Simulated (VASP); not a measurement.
Runs of VASP 6.6.1 on Ta. The structure is that of space group I4/mmm (No. 139), or close to it. The cells are those of the table. 

| cell | further INCAR settings | gap on the mesh (eV) | pressure (GPa) |
| --- | --- | --- | --- |
| a = 2.906 Å, angles 117.3, 117.3, 94.8°, 1 atom | ALGO = Fast; EDIFF = 1e-06; NBANDS = 12 | none | -3.5 |
| a = 2.967 Å, angles 100.0, 100.0, 130.6°, 1 atom | ALGO = Fast; EDIFF = 1e-06; NBANDS = 12 | none | 5.6 |
| a = 2.882 Å, angles 114.7, 114.7, 99.4°, 1 atom | ALGO = Fast; EDIFF = 1e-06; NBANDS = 12 | none | -5.7 |
| a = 2.866 Å, angles 112.1, 112.1, 104.2°, 1 atom | ALGO = Fast; EDIFF = 1e-06; NBANDS = 12 | none | (b) |
| a = 2.897 Å, angles 103.5, 103.5, 122.2°, 1 atom | ALGO = Fast; EDIFF = 1e-06; NBANDS = 12 | none | -3.0 |
| a = 2.864 Å, angles 107.3, 107.3, 113.9°, 1 atom | ALGO = Fast; EDIFF = 1e-06; NBANDS = 12 | none | -8.0 |
| a = 2.931 Å, angles 101.5, 101.5, 126.9°, 1 atom | ALGO = Fast; EDIFF = 1e-06; NBANDS = 12 | none | (a) |
| a = 2.876 Å, angles 105.4, 105.4, 118.0°, 1 atom | ALGO = Fast; EDIFF = 1e-07; NBANDS = 12 | none | (c) |

Alike in all rows: task single point; level LDA; potentials or basis VASP PAW LDA potentials, release 64 (Ta_pv); no spin polarisation; k mesh 22 × 22 × 22; cutoff (eV) 520; smearing methfessel-paxton 0.02 eV.

Q: Fill in the values left out.

A: (a) -0.2; (b) -7.5; (c) -6.0.

Caveats: spin-orbit coupling is left out, which moves the levels of the heavy elements.

A k mesh can miss the band edges, and the runs leave out spin-orbit coupling on Ta.

A gap of «none» marks levels without a gap at the run's occupations.
